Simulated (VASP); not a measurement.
Wanted: the native input for a VASP 6.6.1 run.

```yaml
Task: single point
Functional: PBE
Potentials_or_basis: VASP PAW PBE potentials, release 64 (Zr_sv, C)
Cutoff: 520 eV
k_mesh: 12 × 12 × 6
Occupations: gaussian, width 0.05 eV
Spin: no spin polarisation
Dipole_correction: no
Further_INCAR_settings: ALGO = Normal; EDIFF = 1e-06; NBANDS = 24
```

The structure of ZrC lies in POSCAR:

```
ZrC
1.0
    3.9432446025      0.0000000000      0.0000000000
   -1.9716223013      3.4149499991      0.0000000000
    0.0000000000      0.0000000000      4.7674730115
Zr C
2 2
Direct
    0.6666666667      0.3333333333      0.0690103071
    0.3333333333      0.6666666667      0.5690103071
    0.6666666667      0.3333333333      0.5561896929
    0.3333333333      0.6666666667      0.0561896929
```

These files were run (other wordings do the same):

INCAR

```
SYSTEM = ZrC
  PREC = Accurate
  ENCUT = 520
  EDIFF = 1E-6
  ISMEAR = 0
  SIGMA = 0.05
  LREAL = .False.
  LASPH = .True.
  NELM = 60
  ALGO = Normal
  ISIF = 2
  LWAVE = .False.
  LCHARG = .False.
  GGA = PE
  NBANDS = 24
```

KPOINTS

```
regular mesh
0
Gamma
  12 12 6
  0 0 0
```

Potentials or basis: VASP PAW PBE potentials, release 64 (Zr_sv, C).

Command:

```console
$ cat potpaw_PBE.64/Zr_sv/POTCAR potpaw_PBE.64/C/POTCAR > POTCAR
$ mpirun -np 1 vasp_std > vasp.out
```

It gave:

```yaml
Pressure: -6.1 GPa
Band_gap_on_the_k_mesh: zero (bands 16 and 17 overlap by 1.04 eV)
```

Caveat: the cell stands under tension.

It took 2.6 min on 1 thread of Intel Xeon 8259CL (shared host), peak memory 0.24 GiB.
